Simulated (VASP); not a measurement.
Write the native input for VASP 6.6.1 that does the following.

```yaml
Task: single point
Functional: PBE
Dispersion: D3(BJ)
Potentials_or_basis: VASP PAW PBE potentials, release 64 (Zr_sv, B)
Cutoff: 520 eV
k_mesh: 10 × 10 × 10
Occupations: fermi-dirac, width 0.05 eV
Spin: no spin polarisation
Dipole_correction: no
Further_INCAR_settings: ALGO = Normal; EDIFF = 1e-06; NBANDS = 14
```

The structure of ZrB lies in POSCAR:

```
ZrB
1.0
    0.0000000000      2.4298294791      2.4298294791
    2.4298294791      0.0000000000      2.4298294791
    2.4298294791      2.4298294791      0.0000000000
Zr B
1 1
Direct
    0.0000000000      0.0000000000      0.0000000000
    0.5000000000      0.5000000000      0.5000000000
```

The input as run:

INCAR

```
ALGO = Normal
EDIFF = 1E-6
ENCUT = 520
GGA = PE
ISIF = 2
ISMEAR = -1
IVDW = 12
LASPH = T
LCHARG = F
LREAL = F
LWAVE = F
NBANDS = 14
NELM = 80
PREC = Accurate
SIGMA = 0.05
```

KPOINTS

```
k-points
0
Gamma
  10 10 10
```

Potentials or basis: VASP PAW PBE potentials, release 64 (Zr_sv, B).

The run is started by

```sh
$ cat potpaw_PBE.64/Zr_sv/POTCAR potpaw_PBE.64/B/POTCAR > POTCAR
$ mpirun -np 1 vasp_std > vasp.out
```

Results of the run:

| Property | Result |
| --- | --- |
| Pressure | 0.1 GPa |
| Dispersion energy per atom | -0.393 eV |

Caveat: pairwise dispersion overbinds metals, which lowers pressure and volume.

It took 15 s on 1 thread of Intel(R) Xeon(R) Platinum 8488C (Sapphire Rapids), on a shared host, peak memory 0.18 GiB.
